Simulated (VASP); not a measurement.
Input of a VASP 6.6.1 run:

The input INCAR:

```
SYSTEM = Al2O3
  ALGO = Normal
  EDIFF = 1E-6
  ENCUT = 520
  GGA = PE
  ISIF = 2
  ISMEAR = 0
  LASPH = .TRUE.
  LCHARG = .FALSE.
  LREAL = .FALSE.
  LWAVE = .FALSE.
  NBANDS = 35
  NELM = 60
  PREC = Accurate
  SIGMA = 0.01
```

File KPOINTS:

```
k-points
0
G
  5 5 5
  0 0 0
```

POSCAR

```
Al2O3
1.0
    2.3802500000      1.3742379782      4.3318666667
   -2.3802500000      1.3742379782      4.3318666667
    0.0000000000     -2.7484759565      4.3318666667
Al O
4 6
Direct
    0.3520487209      0.3520487209      0.3520487209
    0.1479512791      0.1479512791      0.1479512791
    0.6479512791      0.6479512791      0.6479512791
    0.8520487209      0.8520487209      0.8520487209
    0.5564903438      0.9435096562      0.2500000000
    0.2500000000      0.5564903438      0.9435096562
    0.9435096562      0.2500000000      0.5564903438
    0.4435096562      0.0564903438      0.7500000000
    0.7500000000      0.4435096562      0.0564903438
    0.0564903438      0.7500000000      0.4435096562
```

Potentials or basis: VASP PAW PBE potentials, release 64 (Al, O).

Command:

```bash
$ cat potpaw_PBE.64/Al/POTCAR potpaw_PBE.64/O/POTCAR > POTCAR
$ mpirun -np 1 vasp_std > vasp.out
```

Task: Predict the pressure.

Result: 7.2 GPa.

Task: What does it give for the band gap on the k mesh?

Result: 6.22 eV, direct.

Stress tensor (GPa, compression positive):
```
7.39 0.00 0.00
0.00 7.39 0.00
0.00 0.00 6.85
```

Expect the measured gap to be larger: semilocal functionals such as PBE lack the derivative discontinuity.
